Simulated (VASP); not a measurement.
# ZnS (F-43m) in VASP: a series of runs

ZnS is run at these levels: PBE, PBEsol, r2SCAN; tasks: dielectric tensor, vibrations by perturbation theory.

Everything below comes from runs of VASP 6.6.1. Logs are shortened: lines on timing, memory, paths and dates and some standing lists are left out, and cuts for length are marked.

## Step 1: The cell of the first run

The structure is cubic, space group F-43m (No. 216). Conventional cell: a = 5.388 Å, b = 5.388 Å, c = 5.388 Å, α = 90.00°, β = 90.00°, γ = 90.00°. Within 3.1 Å of Zn (site symmetry -43m) lie 4 S at 2.33 Å. S (site symmetry -43m) has 4 Zn at 2.33 Å within 3.1 Å.

## Step 2: Dielectric tensor, PBE

The input, INCAR:

```
PREC = Accurate
ENCUT = 520
EDIFF = 1E-8
ISMEAR = 0
SIGMA = 0.01
LREAL = False
LASPH = True
NELM = 60
ALGO = Normal
ISIF = 2
LWAVE = False
LCHARG = False
GGA = PE
LEPSILON = True
```

The input, KPOINTS:

```
Automatic mesh
0
Gamma
  6 6 6
```

The input, POSCAR:

```
ZnS
1.0
    0.0000000000      2.6940857896      2.6940857896
    2.6940857896      0.0000000000      2.6940857896
    2.6940857896      2.6940857896      0.0000000000
Zn S
1 1
Direct
    0.0000000000      0.0000000000      0.0000000000
    0.2500000000      0.2500000000      0.2500000000
```

Potentials or basis: VASP PAW PBE potentials, release 64 (Zn, S).

The run is started by

```
> cat potpaw_PBE.64/Zn/POTCAR potpaw_PBE.64/S/POTCAR > POTCAR
> mpirun -np 1 vasp_std > vasp.out
```

OUTCAR:

```text
PREC = Accurate
   ENCUT = 520
   EDIFF = 1E-8
   ISMEAR = 0
   LREAL = False
   LASPH = True
   NELM = 60
   ISIF = 2
   GGA = PE
   LEPSILON = True

 ion  position               nearest neighbor table
   1  0.000  0.000  0.000-   2 2.33   2 2.33   2 2.33   2 2.33
   2  0.250  0.250  0.250-   1 2.33   1 2.33   1 2.33   1 2.33

  LATTYP: Found a face centered cubic cell.
 ALAT       =     5.3881715792

  Lattice vectors:

 A1 = (   0.0000000000,   2.6940857896,   2.6940857896)
 A2 = (   2.6940857896,   0.0000000000,   2.6940857896)
 A3 = (   2.6940857896,   2.6940857896,   0.0000000000)

Analysis of symmetry for initial positions (statically):
=====================================================================
 Subroutine PRICEL returns:
 Original cell was already a primitive cell.

 Routine SETGRP: Setting up the symmetry group for a
 face centered cubic supercell.

 Subroutine GETGRP returns: Found 24 space group operations
 (whereof 24 operations were pure point group operations)
 out of a pool of 48 trial point group operations.

The static configuration has the point symmetry T_d .

Analysis of symmetry for dynamics (positions and initial velocities):
=====================================================================
 Subroutine PRICEL returns:
 Original cell was already a primitive cell.

 Routine SETGRP: Setting up the symmetry group for a
 face centered cubic supercell.

 Subroutine GETGRP returns: Found 24 space group operations
 (whereof 24 operations were pure point group operations)
 out of a pool of 48 trial point group operations.

The dynamic configuration has the point symmetry T_d .

 Subroutine INISYM returns: Found 24 space group operations
 (whereof 24 operations are pure point group operations),
 and found     1 'primitive' translations

----------------------------------------------------------------------------------------

                                     Primitive cell

  volume of cell :      39.1079

  direct lattice vectors                    reciprocal lattice vectors
     0.000000000  2.694085790  2.694085790    -0.185591714  0.185591714  0.185591714
     2.694085790  0.000000000  2.694085790     0.185591714 -0.185591714  0.185591714
     2.694085790  2.694085790  0.000000000     0.185591714  0.185591714 -0.185591714

  length of vectors
     3.810012662  3.810012662  3.810012662     0.321454279  0.321454279  0.321454279

  position of ions in fractional coordinates (direct lattice)
     0.000000000  0.000000000  0.000000000
     0.250000000  0.250000000  0.250000000

  ion indices of the primitive-cell ions
   primitive index   ion index
                 1           1
                 2           2

----------------------------------------------------------------------------------------

 KPOINTS: Automatic mesh

Automatic generation of k-mesh.
 Grid dimensions read from file:
 generate k-points for:    6    6    6

 Generating k-lattice:

  Cartesian coordinates                     Fractional coordinates (reciprocal lattice)
    -0.030931952  0.030931952  0.030931952     0.166666667  0.000000000  0.000000000
     0.030931952 -0.030931952  0.030931952     0.000000000  0.166666667  0.000000000
     0.030931952  0.030931952 -0.030931952     0.000000000  0.000000000  0.166666667

  Length of vectors
     0.053575713  0.053575713  0.053575713

  Shift w.r.t. Gamma in fractional coordinates (k-lattice)
     0.000000000  0.000000000  0.000000000

 Subroutine IBZKPT returns following result:
 ===========================================

 Found     16 irreducible k-points:

 Following reciprocal coordinates:
            Coordinates               Weight
[... 64 lines left out ...]
   LRPA    =     F    only Hartree local field effects (RPA)
 non-spin polarized calculation
 Gauss-broadening in eV      SIGMA  =   0.01
  energy-cutoff  :      520.00
  volume of cell :       39.11
 maximum number of plane-waves:      1067
   NGX = 15   NGY = 15   NGZ = 15

--------------------------------------- Ionic step        1  -------------------------------------------

 number of electron      18.0000006 magnetization

 E-fermi :   2.2757     XC(G=0):  -9.6704

 val. band max:        2.1915531983   @ k =   0.0000   0.0000   0.0000
 cond. band min:       4.3440807885   @ k =   0.0000   0.0000   0.0000
 fundamental gap:      2.1525275902
 Fermi energy:         2.2757084234

 k-point     1 :       0.0000    0.0000    0.0000
  band No.  band energies     occupation
      1     -11.0104      2.00000
      2      -4.1844      2.00000
      3      -4.1844      2.00000
      4      -4.1844      2.00000
      5      -3.6759      2.00000
      6      -3.6759      2.00000
      7       2.1916      2.00000
      8       2.1916      2.00000
      9       2.1916      2.00000
     10       4.3441      0.00000
     11       8.5805      0.00000
     12       8.5805      0.00000
     13       8.5805      0.00000
[... 226 lines left out ...]
  band No.  band energies     occupation
      1      -9.7444      2.00000
      2      -4.0953      2.00000
      3      -3.8842      2.00000
      4      -3.7958      2.00000
      5      -3.6526      2.00000
      6      -3.3143      2.00000
      7      -2.4273      2.00000
      8      -0.4720      2.00000
      9      -0.4401      2.00000
     10       7.0308      0.00000
     11       7.5602      0.00000
     12      11.2304      0.00000
     13      11.2629      0.00000

  FORCE on cell =-STRESS in cart. coord.  units (eV):
  Direction    XX          YY          ZZ          XY          YZ          ZX
  --------------------------------------------------------------------------------------
  -------------------------------------------------------------------------------------
  Total        0.6019617      0.6019617      0.6019617     -0.0000000      0.0000000     -0.0000000
  in kB       24.6612575     24.6612575     24.6612575     -0.0000000      0.0000000     -0.0000000
  external PRESSURE =      24.6612575 kB  Pullay stress =       0.0000000 kB

 VOLUME and BASIS-vectors are now :
 -----------------------------------------------------------------------------
  energy-cutoff  :      520.00
  volume of cell :       39.11
      direct lattice vectors                 reciprocal lattice vectors
     0.000000000  2.694085790  2.694085790    -0.185591714  0.185591714  0.185591714
     2.694085790  0.000000000  2.694085790     0.185591714 -0.185591714  0.185591714
     2.694085790  2.694085790  0.000000000     0.185591714  0.185591714 -0.185591714

 POSITION                                       TOTAL-FORCE (eV/Angst)
 -----------------------------------------------------------------------------------
      0.00000      0.00000      0.00000        -0.000000     -0.000000     -0.000000
      1.34704      1.34704      1.34704         0.000000      0.000000      0.000000
 -----------------------------------------------------------------------------------
    total drift:                                0.000001      0.000001      0.000001

  FREE ENERGIE OF THE ION-ELECTRON SYSTEM (eV)
  ---------------------------------------------------
  free  energy   TOTEN  =        -6.8395832178 eV

  energy  without entropy=       -6.8395832178  energy(sigma->0) =       -6.83958322

 HEAD OF MICROSCOPIC STATIC DIELECTRIC TENSOR (INDEPENDENT PARTICLE, excluding Hartree and local field effects)
 ------------------------------------------------------
           6.676341     0.000000     0.000000
          -0.000000     6.676341     0.000000
          -0.000000     0.000000     6.676341
 ------------------------------------------------------

 Free energy of the ion-electron system (eV)
  ---------------------------------------------------
  ---------------------------------------------------
  free energy    TOTEN  =        -0.61824561 eV

  energy without entropy =       -0.61824561

------------------------ aborting loop because EDIFF is reached ----------------------------------------

--------------------------------------- Ionic step        2  -------------------------------------------

------------------------ aborting loop because EDIFF is reached ----------------------------------------

--------------------------------------- Ionic step        3  -------------------------------------------

 Free energy of the ion-electron system (eV)
  ---------------------------------------------------
  ---------------------------------------------------
  free energy    TOTEN  =        -0.61824586 eV

  energy without entropy =       -0.61824586

------------------------ aborting loop because EDIFF is reached ----------------------------------------

 PIEZOELECTRIC TENSOR FIELD DIRECTION 3  (e Angst)
 -----------------------------------------------------------------------------
     0.00007 -1.66964  0.00000           (  0.00000  0.02681  0.00000)
    -1.66964  0.00007  0.00000           (  0.02681  0.00000  0.00000)
     0.00000  0.00000 -0.00114           (  0.00000  0.00000 -0.00000)

 PIEZOELECTRIC TENSOR FIELD DIRECTION 3  (C/m^2)
 -----------------------------------------------------------------------------
     0.00003 -0.68402  0.00000
    -0.68402  0.00003  0.00000
     0.00000  0.00000 -0.00047

 MACROSCOPIC STATIC DIELECTRIC TENSOR (including local field effects in DFT)
 ------------------------------------------------------
           6.298162     0.000000    -0.000000
          -0.000000     6.298162    -0.000000
           0.000000     0.000000     6.298162
 ------------------------------------------------------

 PIEZOELECTRIC TENSOR (including local field effects)  for field in x, y, z        (e  Angst)
          XX          YY          ZZ          XY          YZ          ZX
  --------------------------------------------------------------------------------
  x     0.00000    -0.00000     0.00000     0.00000    -1.69281    -0.00000
  y     0.00000     0.00000     0.00000    -0.00000     0.00000    -1.69281
  z     0.00000     0.00000     0.00000    -1.69281    -0.00000     0.00000

 PIEZOELECTRIC TENSOR (including local field effects)  for field in x, y, z        (C/m^2)
          XX          YY          ZZ          XY          YZ          ZX
  --------------------------------------------------------------------------------
  x     0.00000    -0.00000     0.00000     0.00000    -0.69351    -0.00000
  y     0.00000     0.00000     0.00000    -0.00000     0.00000    -0.69351
  z     0.00000     0.00000     0.00000    -0.69351    -0.00000     0.00000

 BORN EFFECTIVE CHARGES (including local field effects) (in |e|, cummulative output)
 ---------------------------------------------------------------------------------
 ion    1
    1     2.05066     0.00000     0.00000
    2     0.00000     2.05066     0.00000
    3    -0.00000     0.00000     2.05066
 ion    2
    1    -2.05066     0.00000     0.00000
    2    -0.00000    -2.05066    -0.00000
    3     0.00000    -0.00000    -2.05066
```

Wall time 71 s (1 thread of Intel Xeon 6975P-C (Granite Rapids), shared host); peak memory 0.2 GiB.

What came out:

```yaml
Band_gap_on_the_k_mesh: 2.15 eV, direct
Electronic_dielectric_tensor_diagonal: 6.30
Born_charges_mean_of_the_diagonal: Zn +2.05; S -2.05 e
```

Levels at points of the mesh, in eV from the valence-band top:
| k point | band 6 | band 7 | band 8 | band 9 | band 10 | band 11 | band 12 | band 13 |
| --- | --- | --- | --- | --- | --- | --- | --- | --- |
| (0.00, 0.00, 0.00) | -5.87 | 0.00 | 0.00 | 0.00 | 2.15 | 6.39 | 6.39 | 6.39 |
| (0.50, 0.00, 0.00) | -5.66 | -5.35 | -0.88 | -0.88 | 3.33 | 6.92 | 6.92 | 8.91 |
| (0.50, 0.50, 0.00) | -5.65 | -4.59 | -2.25 | -2.25 | 3.39 | 4.07 | 11.04 | 12.03 |

Electronic dielectric tensor:
```
6.30 0.00 0.00
0.00 6.30 0.00
0.00 0.00 6.30
```

Born effective charge tensors (e):
atom 1, Zn
```
2.05 0.00 0.00
0.00 2.05 0.00
0.00 0.00 2.05
```
atom 2, S
```
-2.05  0.00  0.00
 0.00 -2.05  0.00
 0.00  0.00 -2.05
```

PBE gaps usually lie below the measured ones, often by a third to a half.

(Part 1 of 2 ends here.)
